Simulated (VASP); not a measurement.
# MgO: single point with r2SCAN

The system is MgO.

```
CELL_PARAMETERS angstrom
0.00000 2.16360 2.16360
2.16360 0.00000 2.16360
2.16360 2.16360 0.00000
ATOMIC_POSITIONS crystal
Mg 0.00000 0.00000 0.00000
O 0.50000 0.50000 0.50000
```

```yaml
Program: VASP 6.6.1
Task: single point
Functional: r2SCAN
Potentials_or_basis: VASP PAW PBE potentials, release 64 (Mg, O)
Cutoff: 520 eV
k_mesh: 8 × 8 × 8
Occupations: gaussian, width 0.02 eV
Spin: no spin polarisation
```

- Pressure: -13.1 GPa
- Band gap on the k mesh: 4.83 eV, direct

Levels at points of the mesh, in eV from the valence-band top:
| k point | band 1 | band 2 | band 3 | band 4 | band 5 | band 6 | band 7 | band 8 | band 9 |
| --- | --- | --- | --- | --- | --- | --- | --- | --- | --- |
| (0.00, 0.00, 0.00) | -17.81 | 0.00 | 0.00 | 0.00 | 4.83 | 16.35 | 16.35 | 16.35 | 20.27 |
| (0.50, 0.00, 0.00) | -16.75 | -4.26 | -0.59 | -0.59 | 8.27 | 12.86 | 16.58 | 16.58 | 21.14 |
| (0.50, 0.50, 0.00) | -16.53 | -3.78 | -1.26 | -1.26 | 9.91 | 10.18 | 13.41 | 19.12 | 19.12 |

Wall time 25 s on 1 thread of Intel(R) Xeon(R) Platinum 8259CL CPU @ 2.50GHz (Skylake/Cascade Lake), with other jobs on the host, peak memory 0.14 GiB.

Caveat: the PAW data sets were made with another functional, which shifts forces and pressure a little. r2SCAN opens gaps a little over a GGA but as a rule still falls short of measured ones.
